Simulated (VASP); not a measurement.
Crystal: ZnRe2.

```
CELL_PARAMETERS angstrom
0.00000 2.89556 2.89556
2.89556 0.00000 2.89556
2.89556 2.89556 0.00000
ATOMIC_POSITIONS crystal
Zn 0.00000 0.00000 0.00000
Re 0.75000 0.75000 0.75000
Re 0.25000 0.25000 0.25000
```

* Program: VASP 6.6.1
* Task: relaxation of cell and atoms
* Functional: LDA
* Potentials or basis: VASP PAW LDA potentials, release 64 (Zn, Re_sv_GW)
* Cutoff: 560 eV
* k mesh: 8 × 8 × 8
* Occupations: fermi-dirac, width 0.05 eV
* Spin: no spin polarisation

At the start: pressure -11.9 GPa; volume 16.18 Å³/atom.

Problem. How do energy, volume and symmetry change on relaxing?

Solution. Over 4 steps the energy falls by 32.6 meV/atom and the volume is 15.36 Å³/atom (-5.1 %); space group Fm-3m (No. 225, to 0.1 Å) before and after.

Step by step:
```csv
step,energy change (eV),largest force (eV/Å),pressure (GPa),volume (Å³)
1,0.0000,0.0000,-11.93,48.55
2,0.5615,0.0000,43.28,40.57
3,-0.0975,0.0000,-0.64,46.17
4,-0.0977,0.0000,-0.06,46.08
```

Final structure:
```xyz
3
Lattice="0.0000 2.8454 2.8454 2.8454 0.0000 2.8454 2.8454 2.8454 0.0000" Properties=species:S:1:pos:R:3 pbc="T T T"
Zn    2.8454    0.0000    2.8454
Re    4.2681    4.2681    4.2681
Re    1.4227    1.4227    1.4227
```
